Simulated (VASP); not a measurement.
The system is Sn.

```
Sn
1.0
    -1.72654    1.77555    2.33834
     1.72654   -1.77555    2.33834
     1.72654    1.77555   -2.33834
Sn
1
Cartesian
  0.0000 0.0000 0.0000
```

Base run:

```yaml
Program: VASP 6.6.1
Functional: PBE
Potentials_or_basis: VASP PAW PBE potentials, release 64 (Sn_d)
Cutoff: 520 eV
k_mesh: 11 × 11 × 11
Occupations: gaussian, width 0.1 eV
Spin: no spin polarisation
```

Its results: band gap on the k mesh zero (bands 7 and 8 overlap by 8.80 eV); pressure -1.1 GPa.

Question: After a change of settings the same cell gave: band gap on the k mesh zero (bands 7 and 8 overlap by 8.86 eV); pressure 0.3 GPa. Which change was it?
A. k mesh from 11 × 11 × 11 to 8 × 8 × 8; occupations from gaussian, width 0.1 eV to fermi-dirac, width 0.02 eV
B. functional from PBE to r2SCAN; occupations from gaussian, width 0.1 eV to fermi-dirac, width 0.05 eV
C. functional from PBE to RPBE
D. functional from PBE to r2SCAN

Answer: C.

RPBE binds less tightly than PBE, so the same cell stands under more pressure.

Caveats: spin-orbit coupling is left out, which moves the levels of the heavy elements; the PAW data sets were made with another functional, which shifts forces and pressure a little (at least some runs).
